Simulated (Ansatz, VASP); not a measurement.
**Two plane-wave programs on Be4Pd**

```
Be Pd
1.0
     3.73696    0.00000    0.00000
     0.00000    3.73696    0.00000
     0.00000    0.00000    3.73696
Be Pd
4 1
Direct
  0.00000 0.50000 0.50000
  0.50000 0.00000 0.50000
  0.50000 0.50000 0.00000
  0.50000 0.50000 0.50000
  0.00000 0.00000 0.00000
```

Alike in both runs: task single point; functional PBE; k mesh 6 × 6 × 6; occupations gaussian, width 0.1 eV; collinear spin.

|  | VASP | Ansatz |
| --- | --- | --- |
| version | VASP 6.6.1 | Ansatz 0.2.0 |
| potentials or method | VASP PAW PBE potentials, release 64 (Be, Pd), cutoff 520 eV | scalar-relativistic, plane waves, PAW |
| valence electrons in the cell | 18 | 26 |

Ansatz gave:

```
gap on the k mesh at the Fermi level (eV) : none
pressure (GPa)                            : 0.1
net moment per atom (μB)                  : 0.00
```

What did VASP give for the same quantities?

gap on the k mesh at the Fermi level (eV): none; pressure (GPa): 0.2; net moment per atom (μB): 0.00.

A gap of «none» marks a metal or a gap that the smearing closes. VASP's potentials hold 18 valence electrons a cell and Ansatz's 26, so a difference there can come from the potentials and not from the codes. Ansatz's warnings: seeded moment not kept.
